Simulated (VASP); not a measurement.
Write the native input for VASP 6.6.1 that does the following.

```
Task                   : single point
Functional             : PBE
Potentials or basis    : VASP PAW PBE potentials, release 64 (Ru_pv)
Cutoff                 : 520 eV
k mesh                 : 22 × 22 × 22
Occupations            : gaussian, width 0.15 eV
Spin                   : no spin polarisation
Dipole correction      : no
Further INCAR settings : ALGO = Fast; EDIFF = 1e-07; NBANDS = 13
```

The structure of Ru lies in POSCAR:

```
Ru
1.0
    0.0000000000      1.9049209219      2.0578860720
    1.9049209219      0.0000000000      2.0578860720
    1.9049209219      1.9049209219      0.0000000000
Ru
1
Direct
    0.0000000000      0.0000000000      0.0000000000
```

This cell differs from its parent crystal: volume 14.935 Å^3 an atom, c/a of the conventional cell 1.0803.

One way to write it, as run:

INCAR

```
ALGO     = Fast           # electronic algorithm
EDIFF    = 1E-7           # SCF threshold, eV
ENCUT    = 520            # plane-wave cutoff, eV
GGA      = PE             # functional
ISIF     = 2              # what is computed and relaxed
ISMEAR   = 0              # smearing method
LASPH    = T              # aspherical terms in the spheres
LCHARG   = F              # write CHGCAR
LREAL    = F              # projectors in reciprocal space
LWAVE    = F              # write WAVECAR
NBANDS   = 13             # bands
NELM     = 80             # most SCF steps
PREC     = Accurate       # precision mode
SIGMA    = 0.15           # smearing width, eV
```

KPOINTS

```
k-points
0
Gamma
  22 22 22
```

Potentials or basis: VASP PAW PBE potentials, release 64 (Ru_pv).

Command:

```sh
$ cat potpaw_PBE.64/Ru_pv/POTCAR > POTCAR
$ mpirun -np 1 vasp_std > vasp.out
```

Results of the run:

* Pressure: -18.8 GPa
* Band gap on the k mesh: zero (band 7 reaches 12.97 eV, above the bottom of band 8 at 9.80 eV)

Run time: 3.7 min on 1 thread of AMD EPYC 9R45 (Zen 5), with other jobs on the host, peak memory 0.22 GiB.
